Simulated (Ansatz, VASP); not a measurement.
# Two plane-wave programs on KTaO3

```xyz
5
Lattice="2.8457 1.6429 2.3236 -2.8457 1.6429 2.3236 0.0000 -3.2859 2.3236" Properties=species:S:1:pos:R:3 pbc="T T T"
K     0.0000    0.0000    0.0000
Ta    0.0000    0.0000    3.4853
O     0.0000    1.6429    2.3236
O    -1.4228   -0.8215    2.3236
O     1.4228   -0.8215    2.3236
```

Alike in both runs: functional PBE; k mesh 6 × 6 × 6; occupations gaussian, width 0.1 eV; no spin polarisation.

Ansatz relaxed the structure, and its values are those at the end. VASP's run is a single point on that final structure, the one shown.

|  | VASP | Ansatz |
| --- | --- | --- |
| version | VASP 6.6.1 | Ansatz 0.2.0 |
| potentials or method | VASP PAW PBE potentials, release 64 (K_sv, Ta_pv, O), cutoff 520 eV | scalar-relativistic, plane waves, PAW |
| valence electrons in the cell | 38 | 40 |

|  | VASP | Ansatz | Ansatz less VASP |
| --- | --- | --- | --- |
| gap on the k mesh at the Fermi level (eV) | 2.11 | 2.16 | +0.046 |
| least direct gap on the mesh (eV) | 2.75 | 2.78 | +0.036 |
| pressure (GPa) | 0.6 | 0.0 | -0.58 |

The functional is the same, so the differences come from potentials, cutoffs and numerics. VASP's potentials hold 38 valence electrons a cell and Ansatz's 40, so a difference there can come from the potentials and not from the codes.

Neither program's run includes spin-orbit coupling.
